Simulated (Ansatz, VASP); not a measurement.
**HfWS4: VASP beside Ansatz**

```
CELL_PARAMETERS angstrom
3.94730 0.00000 0.00000
-1.97365 3.41846 0.00000
0.00000 0.00000 8.22122
ATOMIC_POSITIONS crystal
Hf 0.00000 0.00000 0.50000
W 0.00000 0.00000 0.00000
S 0.33333 0.66667 0.73408
S 0.33333 0.66667 0.26592
S 0.66667 0.33333 0.73408
S 0.66667 0.33333 0.26592
```

Change from the starting cell: species swapped into the NbVB4 type (P6/mmm, No. 191).

Alike in both runs: task single point; functional PBE; k mesh 6 × 6 × 2; occupations gaussian, width 0.1 eV; collinear spin.

```csv
,VASP,Ansatz
version,VASP 6.6.1,Ansatz 0.2.0
potentials or method,"VASP PAW PBE potentials, release 64 (Hf_pv, W_sv, S), cutoff 520 eV","scalar-relativistic, plane waves, PAW"
valence electrons in the cell,48,64
```

|  | VASP | Ansatz | Ansatz less VASP |
| --- | --- | --- | --- |
| gap on the k mesh at the Fermi level (eV) | none | none | - |
| pressure (GPa) | 2.5 | 2.9 | +0.39 |
| traceless stress, the component that is largest in VASP (GPa) | -19.63 | -19.68 | -0.057 |
| rms of the force components (eV/Å) | 0.227 | 0.210 | -0.0162 |
| net moment per atom (μB) | 0.69 | 0.69 | 0.000 |
| size of the moment on the site where the two differ most (μB) | 2.91 | 3.07 | +0.169 |

Site moments also hang on the region over which each program counts them. Atom by atom the forces differ by 0.016 eV/Å (rms over components). A gap of «none» marks a metal or a gap that the smearing closes. VASP's potentials hold 48 valence electrons a cell and Ansatz's 64, so a difference there can come from the potentials and not from the codes. Ansatz's warnings: no starting moments.

The k mesh is coarse, so the values compare programs but aren't converged. Spin-orbit coupling is off throughout.
